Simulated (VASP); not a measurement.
Write the native input for VASP 6.6.1 that does the following.

* Task: single point
* Functional: PBEsol
* Potentials or basis: VASP PAW PBE potentials, release 64 (Mn_pv, S)
* Cutoff: 520 eV
* k mesh: 9 × 9 × 9
* Occupations: fermi-dirac, width 0.05 eV
* Spin: collinear spin, ferromagnetic start
* Starting moments: [4.0, 0.0] μB
* Dipole correction: no
* Further INCAR settings: ALGO = Normal; EDIFF = 1e-06; NBANDS = 20

The structure of MnS lies in POSCAR:

```
MnS
1.0
    0.0000000000      2.3725061474      2.3725061474
    2.3725061474      0.0000000000      2.3725061474
    2.3725061474      2.3725061474      0.0000000000
Mn S
1 1
Direct
    0.0000000000      0.0000000000      0.0000000000
    0.5000000000      0.5000000000      0.5000000000
```

These files were run (other wordings do the same):

INCAR

```
ALGO = Normal
EDIFF = 1E-6
ENCUT = 520
GGA = PS
ISIF = 2
ISMEAR = -1
ISPIN = 2
LASPH = True
LCHARG = False
LMAXMIX = 4
LORBIT = 11
LREAL = False
LWAVE = False
MAGMOM = 4 0
NBANDS = 20
NELM = 150
PREC = Accurate
SIGMA = 0.05
```

KPOINTS

```
k-points
0
Gamma
  9 9 9
```

Potentials or basis: VASP PAW PBE potentials, release 64 (Mn_pv, S).

Command:

```sh
$ cat potpaw_PBE.64/Mn_pv/POTCAR potpaw_PBE.64/S/POTCAR > POTCAR
$ mpirun -np 1 vasp_std > vasp.out
```

Results of the run:

```yaml
Pressure: 10.4 GPa
Net_moment: 3.60 μB per cell
Site_moments: Mn +3.36; S +0.05 μB
Valence_electrons_inside_the_program's_atomic_spheres: Mn 11.69; S 3.75
```

Caveat: the cell stands under pressure; the PAW data sets were made with another functional, which shifts forces and pressure a little; a cell with one magnetic atom can't hold antiferromagnetic order, which such compounds often take.

Wall time 94 s on 1 thread of Intel Xeon 8259CL, on a shared host, peak memory 0.19 GiB.
